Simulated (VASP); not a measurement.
# Ag2Sb (P4/nmm) in VASP: single point with PBE

Aim: the single point of Ag2Sb with PBE.

All numbers are computed with VASP 6.6.1; they aren't measurements. Logs are shortened: lines on timing, memory, paths and dates and some standing lists are left out, and cuts for length are marked.

## 1. The cell of the first run

It takes space group P4/nmm (No. 129, tetragonal). The conventional cell has a = 4.287 Å, b = 4.287 Å, c = 6.541 Å, α = 90.00°, β = 90.00°, γ = 90.00°. Ag (site symmetry -4m2) has 8 Ag at 2.78 to 3.03 Å and 4 Sb at 2.91 Å within 3.7 Å. Ag (site symmetry 4mm) has 4 Ag at 2.78 Å and 6 Sb at 2.81 to 3.73 Å within 3.8 Å. Sb (site symmetry 4mm) has 10 Ag at 2.81 to 3.73 Å within 3.8 Å.

## 2. Single point, PBE

POSCAR reads:

```
Ag2Sb
1.0
    4.2870480000      0.0000000000      0.0000000000
    0.0000000000      4.2870480000      0.0000000000
    0.0000000000      0.0000000000      6.5413760000
Ag Sb
4 2
Direct
    0.0000000000      0.0000000000      0.0000000000
    0.5000000000      0.5000000000      0.0000000000
    0.5000000000      0.0000000000      0.2700000000
    0.0000000000      0.5000000000      0.7300000000
    0.5000000000      0.0000000000      0.7000000000
    0.0000000000      0.5000000000      0.3000000000
```

INCAR.step1 reads:

```
SYSTEM = Ag2Sb
PREC = Accurate
ENCUT = 520
EDIFF = 1E-7
ISMEAR = -1
SIGMA = 0.0273
LREAL = .False.
LASPH = .True.
NELM = 100
ALGO = Normal
ISIF = 2
LWAVE = .False.
LCHARG = .True.
LMAXMIX = 4
GGA = PE
NBANDS = 36
```

KPOINTS.step1 reads:

```
Automatic mesh
0
Gamma
  8 8 5
  0 0 0
```

INCAR.step2 reads:

```
SYSTEM = Ag2Sb
PREC = Accurate
ENCUT = 520
EDIFF = 1E-7
ISMEAR = -5
SIGMA = 0.0273
LREAL = .False.
LASPH = .True.
NELM = 100
ALGO = Normal
ISIF = 2
LWAVE = .False.
LCHARG = .False.
LMAXMIX = 4
GGA = PE
LORBIT = 11
NEDOS = 2001
ICHARG = 11
```

KPOINTS.step2 reads:

```
Automatic mesh
0
Gamma
  12 12 8
  0 0 0
```

Potentials or basis: VASP PAW PBE potentials, release 64 (Ag, Sb).

Started as:

```
$ cat potpaw_PBE.64/Ag/POTCAR potpaw_PBE.64/Sb/POTCAR > POTCAR
$ cp INCAR.step1 INCAR
$ cp KPOINTS.step1 KPOINTS
$ mpirun -np 1 vasp_std > vasp.out
$ cp INCAR.step2 INCAR
$ cp KPOINTS.step2 KPOINTS
$ mpirun -np 1 vasp_std > vasp.out
```

OUTCAR:

```text
SYSTEM = Ag2Sb
   PREC = Accurate
   ENCUT = 520
   EDIFF = 1E-7
   ISMEAR = -5
   LREAL = .False.
   LASPH = .True.
   NELM = 100
   ISIF = 2
   GGA = PE
   LORBIT = 11
   ICHARG = 11

 ion  position               nearest neighbor table
   1  0.000  0.000  0.000-   3 2.78   4 2.78   4 2.78   3 2.78   5 2.91   6 2.91   6 2.91   5 2.91
                             2 3.03   2 3.03   2 3.03   2 3.03
   2  0.500  0.500  0.000-   3 2.78   4 2.78   3 2.78   4 2.78   5 2.91   5 2.91   6 2.91   6 2.91
                             1 3.03   1 3.03   1 3.03   1 3.03
   3  0.500  0.000  0.270-   1 2.78   2 2.78   2 2.78   1 2.78   5 2.81   6 3.04   6 3.04   6 3.04
                             6 3.04
   4  0.000  0.500  0.730-   1 2.78   2 2.78   1 2.78   2 2.78   6 2.81   5 3.04   5 3.04   5 3.04
                             5 3.04
   5  0.500  0.000  0.700-   3 2.81   2 2.91   1 2.91   2 2.91   1 2.91   4 3.04   4 3.04   4 3.04
                             4 3.04
   6  0.000  0.500  0.300-   4 2.81   2 2.91   1 2.91   1 2.91   2 2.91   3 3.04   3 3.04   3 3.04
                             3 3.04

  LATTYP: Found a simple tetragonal cell.
 ALAT       =     4.2870480000
 C/A-ratio  =     1.5258462233

  Lattice vectors:

 A1 = (   4.2870480000,   0.0000000000,   0.0000000000)
 A2 = (   0.0000000000,   4.2870480000,   0.0000000000)
 A3 = (   0.0000000000,   0.0000000000,   6.5413760000)

Analysis of symmetry for initial positions (statically):
=====================================================================
 Subroutine PRICEL returns:
 Original cell was already a primitive cell.

 Routine SETGRP: Setting up the symmetry group for a
 simple tetragonal supercell.

 Subroutine GETGRP returns: Found 16 space group operations
 (whereof  8 operations were pure point group operations)
 out of a pool of 16 trial point group operations.

The static configuration has the point symmetry D_2d.
 The point group associated with its full space group is D_4h.

Analysis of symmetry for dynamics (positions and initial velocities):
=====================================================================
 Subroutine PRICEL returns:
 Original cell was already a primitive cell.

 Routine SETGRP: Setting up the symmetry group for a
 simple tetragonal supercell.

 Subroutine GETGRP returns: Found 16 space group operations
 (whereof  8 operations were pure point group operations)
 out of a pool of 16 trial point group operations.

The dynamic configuration has the point symmetry D_2d.
 The point group associated with its full space group is D_4h.

 Subroutine INISYM returns: Found 16 space group operations
 (whereof  8 operations are pure point group operations),
 and found     1 'primitive' translations

----------------------------------------------------------------------------------------

                                     Primitive cell

  volume of cell :     120.2225

  direct lattice vectors                    reciprocal lattice vectors
     4.287048000  0.000000000  0.000000000     0.233260743  0.000000000  0.000000000
     0.000000000  4.287048000  0.000000000     0.000000000  0.233260743  0.000000000
     0.000000000  0.000000000  6.541376000     0.000000000  0.000000000  0.152873035

  length of vectors
     4.287048000  4.287048000  6.541376000     0.233260743  0.233260743  0.152873035

  position of ions in fractional coordinates (direct lattice)
     0.000000000  0.000000000  0.000000000
     0.500000000  0.500000000  0.000000000
     0.500000000  0.000000000  0.270000000
     0.000000000  0.500000000  0.730000000
     0.500000000  0.000000000  0.700000000
     0.000000000  0.500000000  0.300000000

  ion indices of the primitive-cell ions
   primitive index   ion index
                 1           1
                 2           2
                 3           3
                 4           4
                 5           5
                 6           6

----------------------------------------------------------------------------------------

 KPOINTS: Automatic mesh

Automatic generation of k-mesh.
 Grid dimensions read from file:
 generate k-points for:   12   12    8

 Generating k-lattice:

  Cartesian coordinates                     Fractional coordinates (reciprocal lattice)
     0.019438395  0.000000000  0.000000000     0.083333333  0.000000000  0.000000000
     0.000000000  0.019438395  0.000000000     0.000000000  0.083333333  0.000000000
     0.000000000  0.000000000  0.019109129     0.000000000  0.000000000  0.125000000

  Length of vectors
     0.019438395  0.019438395  0.019109129

  Shift w.r.t. Gamma in fractional coordinates (k-lattice)
     0.000000000  0.000000000  0.000000000

 TETIRR: Found   1728 inequivalent tetrahedra from     6912

 Subroutine IBZKPT returns following result:
 ===========================================

 Found    140 irreducible k-points:

 Following reciprocal coordinates:
            Coordinates               Weight
  0.000000  0.000000  0.000000      1.000000
  0.083333  0.000000  0.000000      4.000000
  0.166667  0.000000  0.000000      4.000000
  0.250000  0.000000  0.000000      4.000000
  0.333333  0.000000  0.000000      4.000000
  0.416667  0.000000  0.000000      4.000000
[... 16 lines left out ...]
  0.333333  0.333333  0.000000      4.000000
  0.416667  0.333333  0.000000      8.000000
 [... further k-points ...]
   k-points           NKPTS =    140   k-points in BZ     NKDIM =    140   number of bands    NBANDS=     32
   number of dos      NEDOS =   2001   number of ions     NIONS =      6
   total plane-waves  NPLWV =  51200
   dimension x,y,z NGX =    32 NGY =   32 NGZ =   50
   dimension x,y,z NGXF=    64 NGYF=   64 NGZF=  100
   ions per type =               4   2
   NGX,Y,Z   is equivalent  to a cutoff of  12.41, 12.41, 12.71 a.u.
   NGXF,Y,Z  is equivalent  to a cutoff of  24.82, 24.82, 25.41 a.u.
 SYSTEM =  Ag2Sb
   PREC   = accura    normal or accurate (medium, high low for compatibility)
   ISTART =      0    job   : 0-new  1-cont  2-samecut
   ICHARG =     11    charge: 1-file 2-atom 10-const
   ISPIN  =      1    spin polarized calculation?
   LNONCOLLINEAR =      F non collinear calculations
   LSORBIT =      F    spin-orbit coupling
   LASPH  =      T    aspherical Exc in radial PAW
   ENCUT  =  520.0 eV  38.22 Ry    6.18 a.u.   7.97  7.97 12.16*2*pi/ulx,y,z
   NELM   =    100;   NELMIN=  2; NELMDL=  0     # of ELM steps
   EDIFF  = 0.1E-06   stopping-criterion for ELM
   LREAL  =      F    real-space projection
   EDIFFG = 0.1E-05   stopping-criterion for IOM
   NSW    =      0    number of steps for IOM
   IBRION =     -1    ionic relax: 0-MD 1-quasi-New 2-CG
   NFREE  =      0    steps in history (QN), initial steepest desc. (CG)
   ISIF   =      2    stress and relaxation
   ISYM   =      2    0-nonsym 1-usesym 2-fastsym
   POTIM  = 0.5000    time-step for ionic-motion
   TEBEG  =    0.0;   TEEND  =   0.0 temperature during run
   PSTRESS=    0.0 pullay stress
   NELECT =      54.0000    total number of electrons
   NUPDOWN=      -1.0000    fix difference up-down
   EMIN   =  10.00;   EMAX   =-10.00  energy-range for DOS
   EFERMI =   0.00;   METHOD = LEGACY
   ISMEAR =    -5;   SIGMA  =   0.03  broadening in eV -4-tet -1-fermi 0-gaus
   EFERMI_NEDOS =   21; number of points for ismear=-14 and -15
   IALGO  =     38    algorithm
   IMIX   =      4    mixing-type and parameters
     AMIX     =   0.40;   BMIX     =  1.00
     AMIX_MAG =   1.60;   BMIX_MAG =  1.00
  volume/ion in A,a.u.               =      20.04       135.22
  Fermi-wavevector in a.u.,A,eV,Ry     =   1.253750  2.369243 21.386836  1.571888
  Thomas-Fermi vector in A             =   2.387588
   LORBIT       =     11    0 simple, 1 ext, 2 COOP (PROOUT), +10 PAW based schemes
   GGA     = PE    functional components
   LHFCALC =     F    Hartree Fock is set to
   AEXX    =    0.0000 exact exchange contribution
   IVDW    =     0    specifies the selected vdW correction
   LEPSILON=     F    determine dielectric tensor
   LRPA    =     F    only Hartree local field effects (RPA)
 non-spin polarized calculation
 Fermi weights with tetrahedron method with Bloechl corrections
  energy-cutoff  :      520.00
  volume of cell :      120.22
 maximum number of plane-waves:      3320
 NGX is ok and might be reduce to    32

 number of electron      53.9999988 magnetization

 Free energy of the ion-electron system (eV)
  ---------------------------------------------------
  ext. energy  EPLUGINS =         0.00000000
  ---------------------------------------------------
  free energy    TOTEN  =       -18.64006274 eV

  energy without entropy =      -18.64006274  energy(sigma->0) =      -18.64006274

 E-fermi :   8.7650     XC(G=0): -11.3370

 val. band max:        8.7962759023   @ k =   0.1667   0.1667   0.1250
 cond. band min:       8.7063811300   @ k =   0.0833   0.0000   0.5000
 fundamental gap:     -0.0898947723
 Fermi energy:         8.7650256627

 k-point     1 :       0.0000    0.0000    0.0000
  band No.  band energies     occupation
      1      -2.5321      2.00000
      2      -1.0906      2.00000
      3       2.1645      2.00000
      4       2.4505      2.00000
      5       2.4505      2.00000
      6       2.4716      2.00000
[... 24 lines left out ...]
     31      12.5105      0.00000
     32      13.7668      0.00000

 k-point     2 :       0.0833    0.0000    0.0000
  band No.  band energies     occupation
      1      -2.4837      2.00000
      2      -1.0725      2.00000
      3       2.1880      2.00000
      4       2.4397      2.00000
      5       2.4664      2.00000
      6       2.5030      2.00000
[... 24 lines left out ...]
     31      12.5918      0.00000
     32      13.5109      0.00000
[... 733 lines left out ...]
     31      11.7712      0.00000
     32      12.9870      0.00000

 k-point    24 :       0.4167    0.3333    0.0000
  band No.  band energies     occupation
      1      -1.2086      2.00000
      2      -0.9821      2.00000
      3       2.1801      2.00000
      4       2.5125      2.00000
      5       2.5226      2.00000
      6       2.8590      2.00000
[... 24 lines left out ...]
     31      11.7986      0.00000
     32      12.4579      0.00000

 [... further k-points ...]
[... 5 lines left out ...]
  --------------------------------------------------------------------------------------
  -------------------------------------------------------------------------------------
  Total        5.1983378      5.1983378      6.2806449      0.0000000     -0.0000000      0.0000000
  in kB       69.2770327     69.2770327     83.7006859      0.0000000     -0.0000000      0.0000000
  external PRESSURE =      74.0849171 kB  Pullay stress =       0.0000000 kB

 VOLUME and BASIS-vectors are now :
 -----------------------------------------------------------------------------
  energy-cutoff  :      520.00
  volume of cell :      120.22
      direct lattice vectors                 reciprocal lattice vectors
     4.287048000  0.000000000  0.000000000     0.233260743  0.000000000  0.000000000
     0.000000000  4.287048000  0.000000000     0.000000000  0.233260743  0.000000000
     0.000000000  0.000000000  6.541376000     0.000000000  0.000000000  0.152873035

 POSITION                                       TOTAL-FORCE (eV/Angst)
 -----------------------------------------------------------------------------------
      0.00000      0.00000      0.00000        -0.000000      0.000000      0.000000
      2.14352      2.14352      0.00000         0.000000     -0.000000      0.000000
      2.14352      0.00000      1.76617        -0.000000     -0.000000      0.775304
      0.00000      2.14352      4.77520         0.000000      0.000000     -0.775304
      2.14352      0.00000      4.57896         0.000000     -0.000000     -0.321557
      0.00000      2.14352      1.96241        -0.000000     -0.000000      0.321557
 -----------------------------------------------------------------------------------
    total drift:                                0.000000     -0.000000     -0.000000

  FREE ENERGIE OF THE ION-ELECTRON SYSTEM (eV)
  ---------------------------------------------------
  free  energy   TOTEN  =       -18.6400627405 eV

  energy  without entropy=      -18.6400627405  energy(sigma->0) =      -18.64006274

 total charge

# of ion       s       p       d       tot
------------------------------------------
    1        0.419   0.381   9.156   9.956
    2        0.419   0.381   9.156   9.956
    3        0.409   0.325   9.180   9.915
    4        0.409   0.325   9.180   9.915
    5        1.186   1.156   0.039   2.382
    6        1.186   1.156   0.039   2.382
--------------------------------------------------
tot          4.028   3.726  36.751  44.505
```

Wall time 7 min (1 thread of Intel Xeon Platinum 8259CL at 2.50GHz (Skylake/Cascade Lake), shared host); peak memory 0.55 GiB.

Results:

| Quantity | Value |
| --- | --- |
| Valence electrons inside the program's atomic spheres | Ag 9.96, 9.91 (each value once); Sb 2.38 |

Caveat: spin-orbit coupling is left out, which moves the levels of the heavy elements.
